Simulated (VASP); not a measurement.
# Pt in VASP: notebook

The runs below take Pt through single point, with LDA.

Everything below comes from runs of VASP 6.6.1. Logs are shortened: lines on timing, memory, paths and dates and some standing lists are left out, and cuts for length are marked.

## Step 1: The cell of the first run

The cell holds a slab with vacuum, 5 atoms: a = 2.754 Å, b = 3.895 Å, c = 21.508 Å, α = 90.00°, β = 90.00°, γ = 90.00°.

## Step 2: Single point, LDA

INCAR reads:

```
SYSTEM = Pt
PREC = Accurate ; ENCUT = 520
EDIFF = 1E-6 ; ISMEAR = -1
SIGMA = 0.08 ; LREAL = .False.
LASPH = .True. ; NELM = 80
ALGO = Normal ; ISIF = 2
LWAVE = .False. ; LCHARG = .False.
LDIPOL = .True. ; IDIPOL = 3
DIPOL = 0.5 0.5 0.500 ; GGA = CA
NBANDS = 33
```

KPOINTS reads:

```
regular mesh
0
Gamma
  12 9 1
  0 0 0
```

POSCAR reads:

```
Pt
1.0
    2.7538682155      0.0000000000      0.0000000000
    0.0000000000      3.8945577794      0.0000000000
    0.0000000000      0.0000000000     21.5077000000
Pt
5
Direct
    0.0000000000      0.0000000000      0.3719589629
    0.5000000000      0.5000000000      0.4359794813
    0.0000000000      0.0000000000      0.5000000000
    0.5000000000      0.5000000000      0.5640205187
    0.0000000000      0.0000000000      0.6280410371
```

Potentials or basis: VASP PAW LDA potentials, release 64 (Pt).

Started as:

```console
$ cat potpaw_LDA.64/Pt/POTCAR > POTCAR
$ mpirun -np 1 vasp_std > vasp.out
```

OUTCAR:

```text
SYSTEM = Pt
   PREC = Accurate
   ENCUT = 520
   EDIFF = 1E-6
   ISMEAR = -1
   LREAL = .False.
   LASPH = .True.
   NELM = 80
   ISIF = 2
   GGA = CA

 ion  position               nearest neighbor table
   1  0.000  0.000  0.372-   2 2.75   2 2.75   2 2.75   2 2.75   3 2.75
   2  0.500  0.500  0.436-   1 2.75   1 2.75   1 2.75   1 2.75   3 2.75   3 2.75   3 2.75   3 2.75
                             4 2.75
   3  0.000  0.000  0.500-   1 2.75   5 2.75   4 2.75   2 2.75   2 2.75   4 2.75   2 2.75   4 2.75
                             2 2.75   4 2.75
   4  0.500  0.500  0.564-   5 2.75   5 2.75   5 2.75   5 2.75   3 2.75   3 2.75   3 2.75   3 2.75
                             2 2.75
   5  0.000  0.000  0.628-   4 2.75   4 2.75   4 2.75   4 2.75   3 2.75

  LATTYP: Found a simple orthorhombic cell.
 ALAT       =     2.7538682155
 B/A-ratio  =     1.4142135624
 C/A-ratio  =     7.8099960917

  Lattice vectors:

 A1 = (   2.7538682155,   0.0000000000,   0.0000000000)
 A2 = (   0.0000000000,   3.8945577794,   0.0000000000)
 A3 = (   0.0000000000,   0.0000000000,  21.5077000000)

Analysis of symmetry for initial positions (statically):
=====================================================================
 Subroutine PRICEL returns:
 Original cell was already a primitive cell.

 Routine SETGRP: Setting up the symmetry group for a
 simple orthorhombic supercell.

 Subroutine GETGRP returns: Found  8 space group operations
 (whereof  8 operations were pure point group operations)
 out of a pool of  8 trial point group operations.

The static configuration has the point symmetry D_2h.

Analysis of symmetry for dynamics (positions and initial velocities):
=====================================================================
 Subroutine PRICEL returns:
 Original cell was already a primitive cell.

 Routine SETGRP: Setting up the symmetry group for a
 simple orthorhombic supercell.

 Subroutine GETGRP returns: Found  8 space group operations
 (whereof  8 operations were pure point group operations)
 out of a pool of  8 trial point group operations.

The dynamic configuration has the point symmetry D_2h.

 Subroutine INISYM returns: Found  8 space group operations
 (whereof  8 operations are pure point group operations),
 and found     1 'primitive' translations

----------------------------------------------------------------------------------------

                                     Primitive cell

  volume of cell :     230.6722

  direct lattice vectors                    reciprocal lattice vectors
     2.753868215  0.000000000  0.000000000     0.363125583  0.000000000  0.000000000
     0.000000000  3.894557779  0.000000000     0.000000000  0.256768562  0.000000000
     0.000000000  0.000000000 21.507700000     0.000000000  0.000000000  0.046494976

  length of vectors
     2.753868215  3.894557779 21.507700000     0.363125583  0.256768562  0.046494976

  position of ions in fractional coordinates (direct lattice)
     0.000000000  0.000000000  0.371958963
     0.500000000  0.500000000  0.435979481
     0.000000000  0.000000000  0.500000000
     0.500000000  0.500000000  0.564020519
     0.000000000  0.000000000  0.628041037

  ion indices of the primitive-cell ions
   primitive index   ion index
                 1           1
                 2           2
                 3           3
                 4           4
                 5           5

----------------------------------------------------------------------------------------

 KPOINTS: regular mesh

Automatic generation of k-mesh.
 Grid dimensions read from file:
 generate k-points for:   12    9    1

 Generating k-lattice:

  Cartesian coordinates                     Fractional coordinates (reciprocal lattice)
     0.030260465  0.000000000  0.000000000     0.083333333  0.000000000  0.000000000
     0.000000000  0.028529840  0.000000000     0.000000000  0.111111111  0.000000000
     0.000000000  0.000000000  0.046494976     0.000000000  0.000000000  1.000000000

  Length of vectors
     0.030260465  0.028529840  0.046494976

  Shift w.r.t. Gamma in fractional coordinates (k-lattice)
     0.000000000  0.000000000  0.000000000

 Subroutine IBZKPT returns following result:
 ===========================================

 Found     35 irreducible k-points:

 Following reciprocal coordinates:
            Coordinates               Weight
  0.000000  0.000000  0.000000      1.000000
  0.083333  0.000000  0.000000      2.000000
  0.166667  0.000000  0.000000      2.000000
  0.250000  0.000000  0.000000      2.000000
  0.333333  0.000000  0.000000      2.000000
  0.416667  0.000000  0.000000      2.000000
[... 16 lines left out ...]
  0.083333  0.333333  0.000000      4.000000
  0.166667  0.333333  0.000000      4.000000
 [... further k-points ...]
   k-points           NKPTS =     35   k-points in BZ     NKDIM =     35   number of bands    NBANDS=     33
   number of dos      NEDOS =    301   number of ions     NIONS =      5
   total plane-waves  NPLWV =  96000
   dimension x,y,z NGX =    20 NGY =   30 NGZ =  160
   dimension x,y,z NGXF=    40 NGYF=   60 NGZF=  320
   ions per type =               5
   NGX,Y,Z   is equivalent  to a cutoff of  12.07, 12.81, 12.37 a.u.
   NGXF,Y,Z  is equivalent  to a cutoff of  24.15, 25.61, 24.73 a.u.
 SYSTEM =  Pt
   PREC   = accura    normal or accurate (medium, high low for compatibility)
   ISTART =      0    job   : 0-new  1-cont  2-samecut
   ICHARG =      2    charge: 1-file 2-atom 10-const
   ISPIN  =      1    spin polarized calculation?
   LNONCOLLINEAR =      F non collinear calculations
   LSORBIT =      F    spin-orbit coupling
   LASPH  =      T    aspherical Exc in radial PAW
   ENCUT  =  520.0 eV  38.22 Ry    6.18 a.u.   5.12  7.24 39.99*2*pi/ulx,y,z
   NELM   =     80;   NELMIN=  2; NELMDL= -5     # of ELM steps
   EDIFF  = 0.1E-05   stopping-criterion for ELM
   LREAL  =      F    real-space projection
   EDIFFG = 0.1E-04   stopping-criterion for IOM
   NSW    =      0    number of steps for IOM
   IBRION =     -1    ionic relax: 0-MD 1-quasi-New 2-CG
   NFREE  =      0    steps in history (QN), initial steepest desc. (CG)
   ISIF   =      2    stress and relaxation
   ISYM   =      2    0-nonsym 1-usesym 2-fastsym
   POTIM  = 0.5000    time-step for ionic-motion
   TEBEG  =    0.0;   TEEND  =   0.0 temperature during run
   PSTRESS=    0.0 pullay stress
   NELECT =      50.0000    total number of electrons
   NUPDOWN=      -1.0000    fix difference up-down
   EMIN   =  10.00;   EMAX   =-10.00  energy-range for DOS
   EFERMI =   0.00;   METHOD = LEGACY
   ISMEAR =    -1;   SIGMA  =   0.08  broadening in eV -4-tet -1-fermi 0-gaus
   EFERMI_NEDOS =   21; number of points for ismear=-14 and -15
   IALGO  =     38    algorithm
   IMIX   =      4    mixing-type and parameters
     AMIX     =   0.40;   BMIX     =  1.00
     AMIX_MAG =   1.60;   BMIX_MAG =  1.00
  volume/ion in A,a.u.               =      46.13       311.33
  Fermi-wavevector in a.u.,A,eV,Ry     =   0.983406  1.858369 13.158036  0.967088
  Thomas-Fermi vector in A             =   2.114562
   LORBIT       =      0    0 simple, 1 ext, 2 COOP (PROOUT), +10 PAW based schemes
   GGA     = CA    functional components
   LHFCALC =     F    Hartree Fock is set to
   AEXX    =    0.0000 exact exchange contribution
   IVDW    =     0    specifies the selected vdW correction
   LEPSILON=     F    determine dielectric tensor
   LRPA    =     F    only Hartree local field effects (RPA)
 non-spin polarized calculation
  energy-cutoff  :      520.00
  volume of cell :      230.67
 maximum number of plane-waves:      6290
   NGX = 11   NGY = 15   NGZ = 79

 dipolmoment           0.000000      0.000000     -0.000000 electrons x Angstroem

 number of electron      49.9999997 magnetization

 dipolmoment           0.000000      0.000000      0.000000 electrons x Angstroem

 Free energy of the ion-electron system (eV)
  ---------------------------------------------------
  ext. energy  EPLUGINS =         0.00000000
  ---------------------------------------------------
  free energy    TOTEN  =       -34.10529624 eV

  energy without entropy =      -33.90230587  energy(sigma->0) =      -34.00380105

 E-fermi :  -0.2101     XC(G=0):  -5.4358

 val. band max:       -0.2366418856   @ k =   0.5000   0.1111   0.0000
 cond. band min:      -0.2085898710   @ k =   0.4167   0.3333   0.0000
 fundamental gap:      0.0280520146
 Fermi energy:        -0.2100793613

 k-point     1 :       0.0000    0.0000    0.0000
  band No.  band energies     occupation
      1      -9.6992      2.00000
      2      -7.5323      2.00000
      3      -6.9429      2.00000
      4      -6.3610      2.00000
      5      -5.8855      2.00000
      6      -5.4529      2.00000
[... 25 lines left out ...]
     32       5.4452      0.00000
     33       5.5340      0.00000

 k-point     2 :       0.0833    0.0000    0.0000
  band No.  band energies     occupation
      1      -9.5128      2.00000
      2      -7.3711      2.00000
      3      -6.7717      2.00000
      4      -6.2682      2.00000
      5      -5.6964      2.00000
      6      -5.2360      2.00000
[... 25 lines left out ...]
     32       5.5938      0.00000
     33       5.6843      0.00000
[... 754 lines left out ...]
     32       3.7089      0.00000
     33       6.1037      0.00000

 k-point    24 :       0.1667    0.3333    0.0000
  band No.  band energies     occupation
      1      -7.8289      2.00000
      2      -6.7150      2.00000
      3      -6.1980      2.00000
      4      -5.8563      2.00000
      5      -5.3827      2.00000
      6      -5.2665      2.00000
[... 25 lines left out ...]
     32       4.4789      0.00000
     33       6.3934      0.00000

 [... further k-points ...]

------------------------ aborting loop because EDIFF is reached ----------------------------------------

 vacuum level on the upper side and lower side of the slab       (xc-potential included)        -0.163        -0.163

  FORCE on cell =-STRESS in cart. coord.  units (eV):
  Direction    XX          YY          ZZ          XY          YZ          ZX
  --------------------------------------------------------------------------------------
  -------------------------------------------------------------------------------------
  Total       -8.4459984     -5.8148215     -2.7653010     -0.0000000      0.0000000      0.0000000
  in kB      -58.6632747    -40.3879395    -19.2069194     -0.0000000      0.0000000      0.0000000
  external PRESSURE =     -39.4193779 kB  Pullay stress =       0.0000000 kB

 VOLUME and BASIS-vectors are now :
 -----------------------------------------------------------------------------
  energy-cutoff  :      520.00
  volume of cell :      230.67
      direct lattice vectors                 reciprocal lattice vectors
     2.753868215  0.000000000  0.000000000     0.363125583  0.000000000  0.000000000
     0.000000000  3.894557779  0.000000000     0.000000000  0.256768562  0.000000000
     0.000000000  0.000000000 21.507700000     0.000000000  0.000000000  0.046494976

 POSITION                                       TOTAL-FORCE (eV/Angst)
 -----------------------------------------------------------------------------------
      0.00000      0.00000      7.99998        -0.000000     -0.000000      1.065078
      1.37693      1.94728      9.37692        -0.000000      0.000000     -1.147858
      0.00000      0.00000     10.75385         0.000000     -0.000000      0.000000
      1.37693      1.94728     12.13078         0.000000      0.000000      1.147858
      0.00000      0.00000     13.50772         0.000000     -0.000000     -1.065078
 -----------------------------------------------------------------------------------
    total drift:                               -0.000000      0.000000      0.000000

  FREE ENERGIE OF THE ION-ELECTRON SYSTEM (eV)
  ---------------------------------------------------
  free  energy   TOTEN  =       -34.1052962401 eV

  energy  without entropy=      -33.9023058658  energy(sigma->0) =      -34.00380105

 vacuum level on the upper side and lower side of the slab         5.340         5.340
```

It took 10 min on 1 thread of AMD EPYC 7R13, shared host; peak memory 0.33 GiB.

Results:

```
Free energy            : -34.1053 eV
Largest force          : 1.148 eV/Å
Band gap on the k mesh : zero (band 25 reaches 0.17 eV, above the bottom of band 26 at -0.51 eV)
```

Forces in eV/Å, atoms in the order of the input:
```
Pt   0.000  0.000  1.065
Pt   0.000  0.000 -1.148
Pt   0.000  0.000  0.000
Pt   0.000  0.000  1.148
Pt   0.000  0.000 -1.065
```

Levels at points of the mesh, in eV from the Fermi level:
```csv
k point,band 23,band 24,band 25,band 26,band 27,band 28,band 29,band 30
"(0.00, 0.00, 0.00)",-0.74,-0.32,-0.16,-0.08,-0.06,0.44,1.86,3.67
"(0.50, 0.00, 0.00)",0.22,0.27,0.37,2.09,2.26,2.41,2.45,2.59
```

Caveat: spin-orbit coupling is left out, which moves the levels of the heavy elements.

## Step 3: Single point, LDA

INCAR reads:

```
ALGO = Normal
DIPOL = 0.5 0.5 0.500
EDIFF = 1E-6
ENCUT = 520
IDIPOL = 3
ISIF = 2
ISMEAR = -1
LASPH = True
LCHARG = False
LDIPOL = True
LREAL = False
LWAVE = False
NBANDS = 33
NELM = 60
PREC = Accurate
SIGMA = 0.08
```

KPOINTS reads:

```
k-points
0
Gamma
  12 9 1
```

POSCAR is that of step 2.

Potentials or basis: VASP PAW LDA potentials, release 64 (Pt).

Started as:

```console
$ cat potpaw_LDA.64/Pt/POTCAR > POTCAR
$ mpirun -np 1 vasp_std > vasp.out
```

OUTCAR:

```text
EDIFF = 1E-6
   ENCUT = 520
   ISIF = 2
   ISMEAR = -1
   LASPH = True
   LREAL = False
   NELM = 60
   PREC = Accurate

 ion  position               nearest neighbor table
   1  0.000  0.000  0.372-   2 2.75   2 2.75   2 2.75   2 2.75   3 2.75
   2  0.500  0.500  0.436-   1 2.75   1 2.75   1 2.75   1 2.75   3 2.75   3 2.75   3 2.75   3 2.75
                             4 2.75
   3  0.000  0.000  0.500-   1 2.75   5 2.75   4 2.75   2 2.75   2 2.75   4 2.75   2 2.75   4 2.75
                             2 2.75   4 2.75
   4  0.500  0.500  0.564-   5 2.75   5 2.75   5 2.75   5 2.75   3 2.75   3 2.75   3 2.75   3 2.75
                             2 2.75
   5  0.000  0.000  0.628-   4 2.75   4 2.75   4 2.75   4 2.75   3 2.75

[... 1075 lines left out ...]
  Total       -8.4459984     -5.8148215     -2.7653010     -0.0000000      0.0000000      0.0000000
  in kB      -58.6632747    -40.3879395    -19.2069194     -0.0000000      0.0000000      0.0000000
  external PRESSURE =     -39.4193779 kB  Pullay stress =       0.0000000 kB

 VOLUME and BASIS-vectors are now :
 -----------------------------------------------------------------------------
  energy-cutoff  :      520.00
  volume of cell :      230.67
      direct lattice vectors                 reciprocal lattice vectors
     2.753868215  0.000000000  0.000000000     0.363125583  0.000000000  0.000000000
     0.000000000  3.894557779  0.000000000     0.000000000  0.256768562  0.000000000
     0.000000000  0.000000000 21.507700000     0.000000000  0.000000000  0.046494976

 POSITION                                       TOTAL-FORCE (eV/Angst)
 -----------------------------------------------------------------------------------
      0.00000      0.00000      7.99998        -0.000000     -0.000000      1.065078
      1.37693      1.94728      9.37692        -0.000000      0.000000     -1.147858
      0.00000      0.00000     10.75385         0.000000     -0.000000      0.000000
      1.37693      1.94728     12.13078         0.000000      0.000000      1.147858
      0.00000      0.00000     13.50772         0.000000     -0.000000     -1.065078
 -----------------------------------------------------------------------------------
    total drift:                               -0.000000      0.000000      0.000000

  FREE ENERGIE OF THE ION-ELECTRON SYSTEM (eV)
  ---------------------------------------------------
  free  energy   TOTEN  =       -34.1052962401 eV

  energy  without entropy=      -33.9023058658  energy(sigma->0) =      -34.00380105

 vacuum level on the upper side and lower side of the slab         5.340         5.340
```

OSZICAR:

```text
N       E                     dE             d eps       ncg     rms          rms(c)
DAV:   1     0.329490574469E+03    0.32949E+03   -0.21560E+04  2318   0.127E+03
DAV:   2    -0.175337711540E+02   -0.34702E+03   -0.31967E+03  2941   0.257E+02
DAV:   3    -0.359207196293E+02   -0.18387E+02   -0.17273E+02  2741   0.577E+01
[... 17 lines left out ...]
DAV:  21    -0.341052897920E+02   -0.15934E-05   -0.78140E-08  1716   0.102E-03    0.862E-04
DAV:  22    -0.341052932708E+02   -0.34788E-05   -0.25623E-07  1644   0.193E-03    0.415E-04
DAV:  23    -0.341052943954E+02   -0.11246E-05   -0.38286E-08  1679   0.631E-04    0.308E-04
DAV:  24    -0.341052958438E+02   -0.14485E-05   -0.39572E-08  1593   0.504E-04    0.326E-04
DAV:  25    -0.341052962401E+02   -0.39629E-06   -0.84231E-09  1468   0.450E-04
   1 F= -.34105296E+02 E0= -.34003801E+02  d E =-.202990E+00
```

It took 9.4 min on 1 thread of AMD EPYC 7R13, shared host; peak memory 0.33 GiB.

What came out:

| Quantity | Value |
| --- | --- |
| Free energy | -34.1053 eV |
| Largest force | 1.148 eV/Å |
| Band gap on the k mesh | zero (band 25 reaches 0.17 eV, above the bottom of band 26 at -0.51 eV) |

Forces in eV/Å, atoms in the order of the input:
```
Pt   0.000  0.000  1.065
Pt   0.000  0.000 -1.148
Pt   0.000  0.000  0.000
Pt   0.000  0.000  1.148
Pt   0.000  0.000 -1.065
```

Caveat: spin-orbit coupling is left out, which moves the levels of the heavy elements.
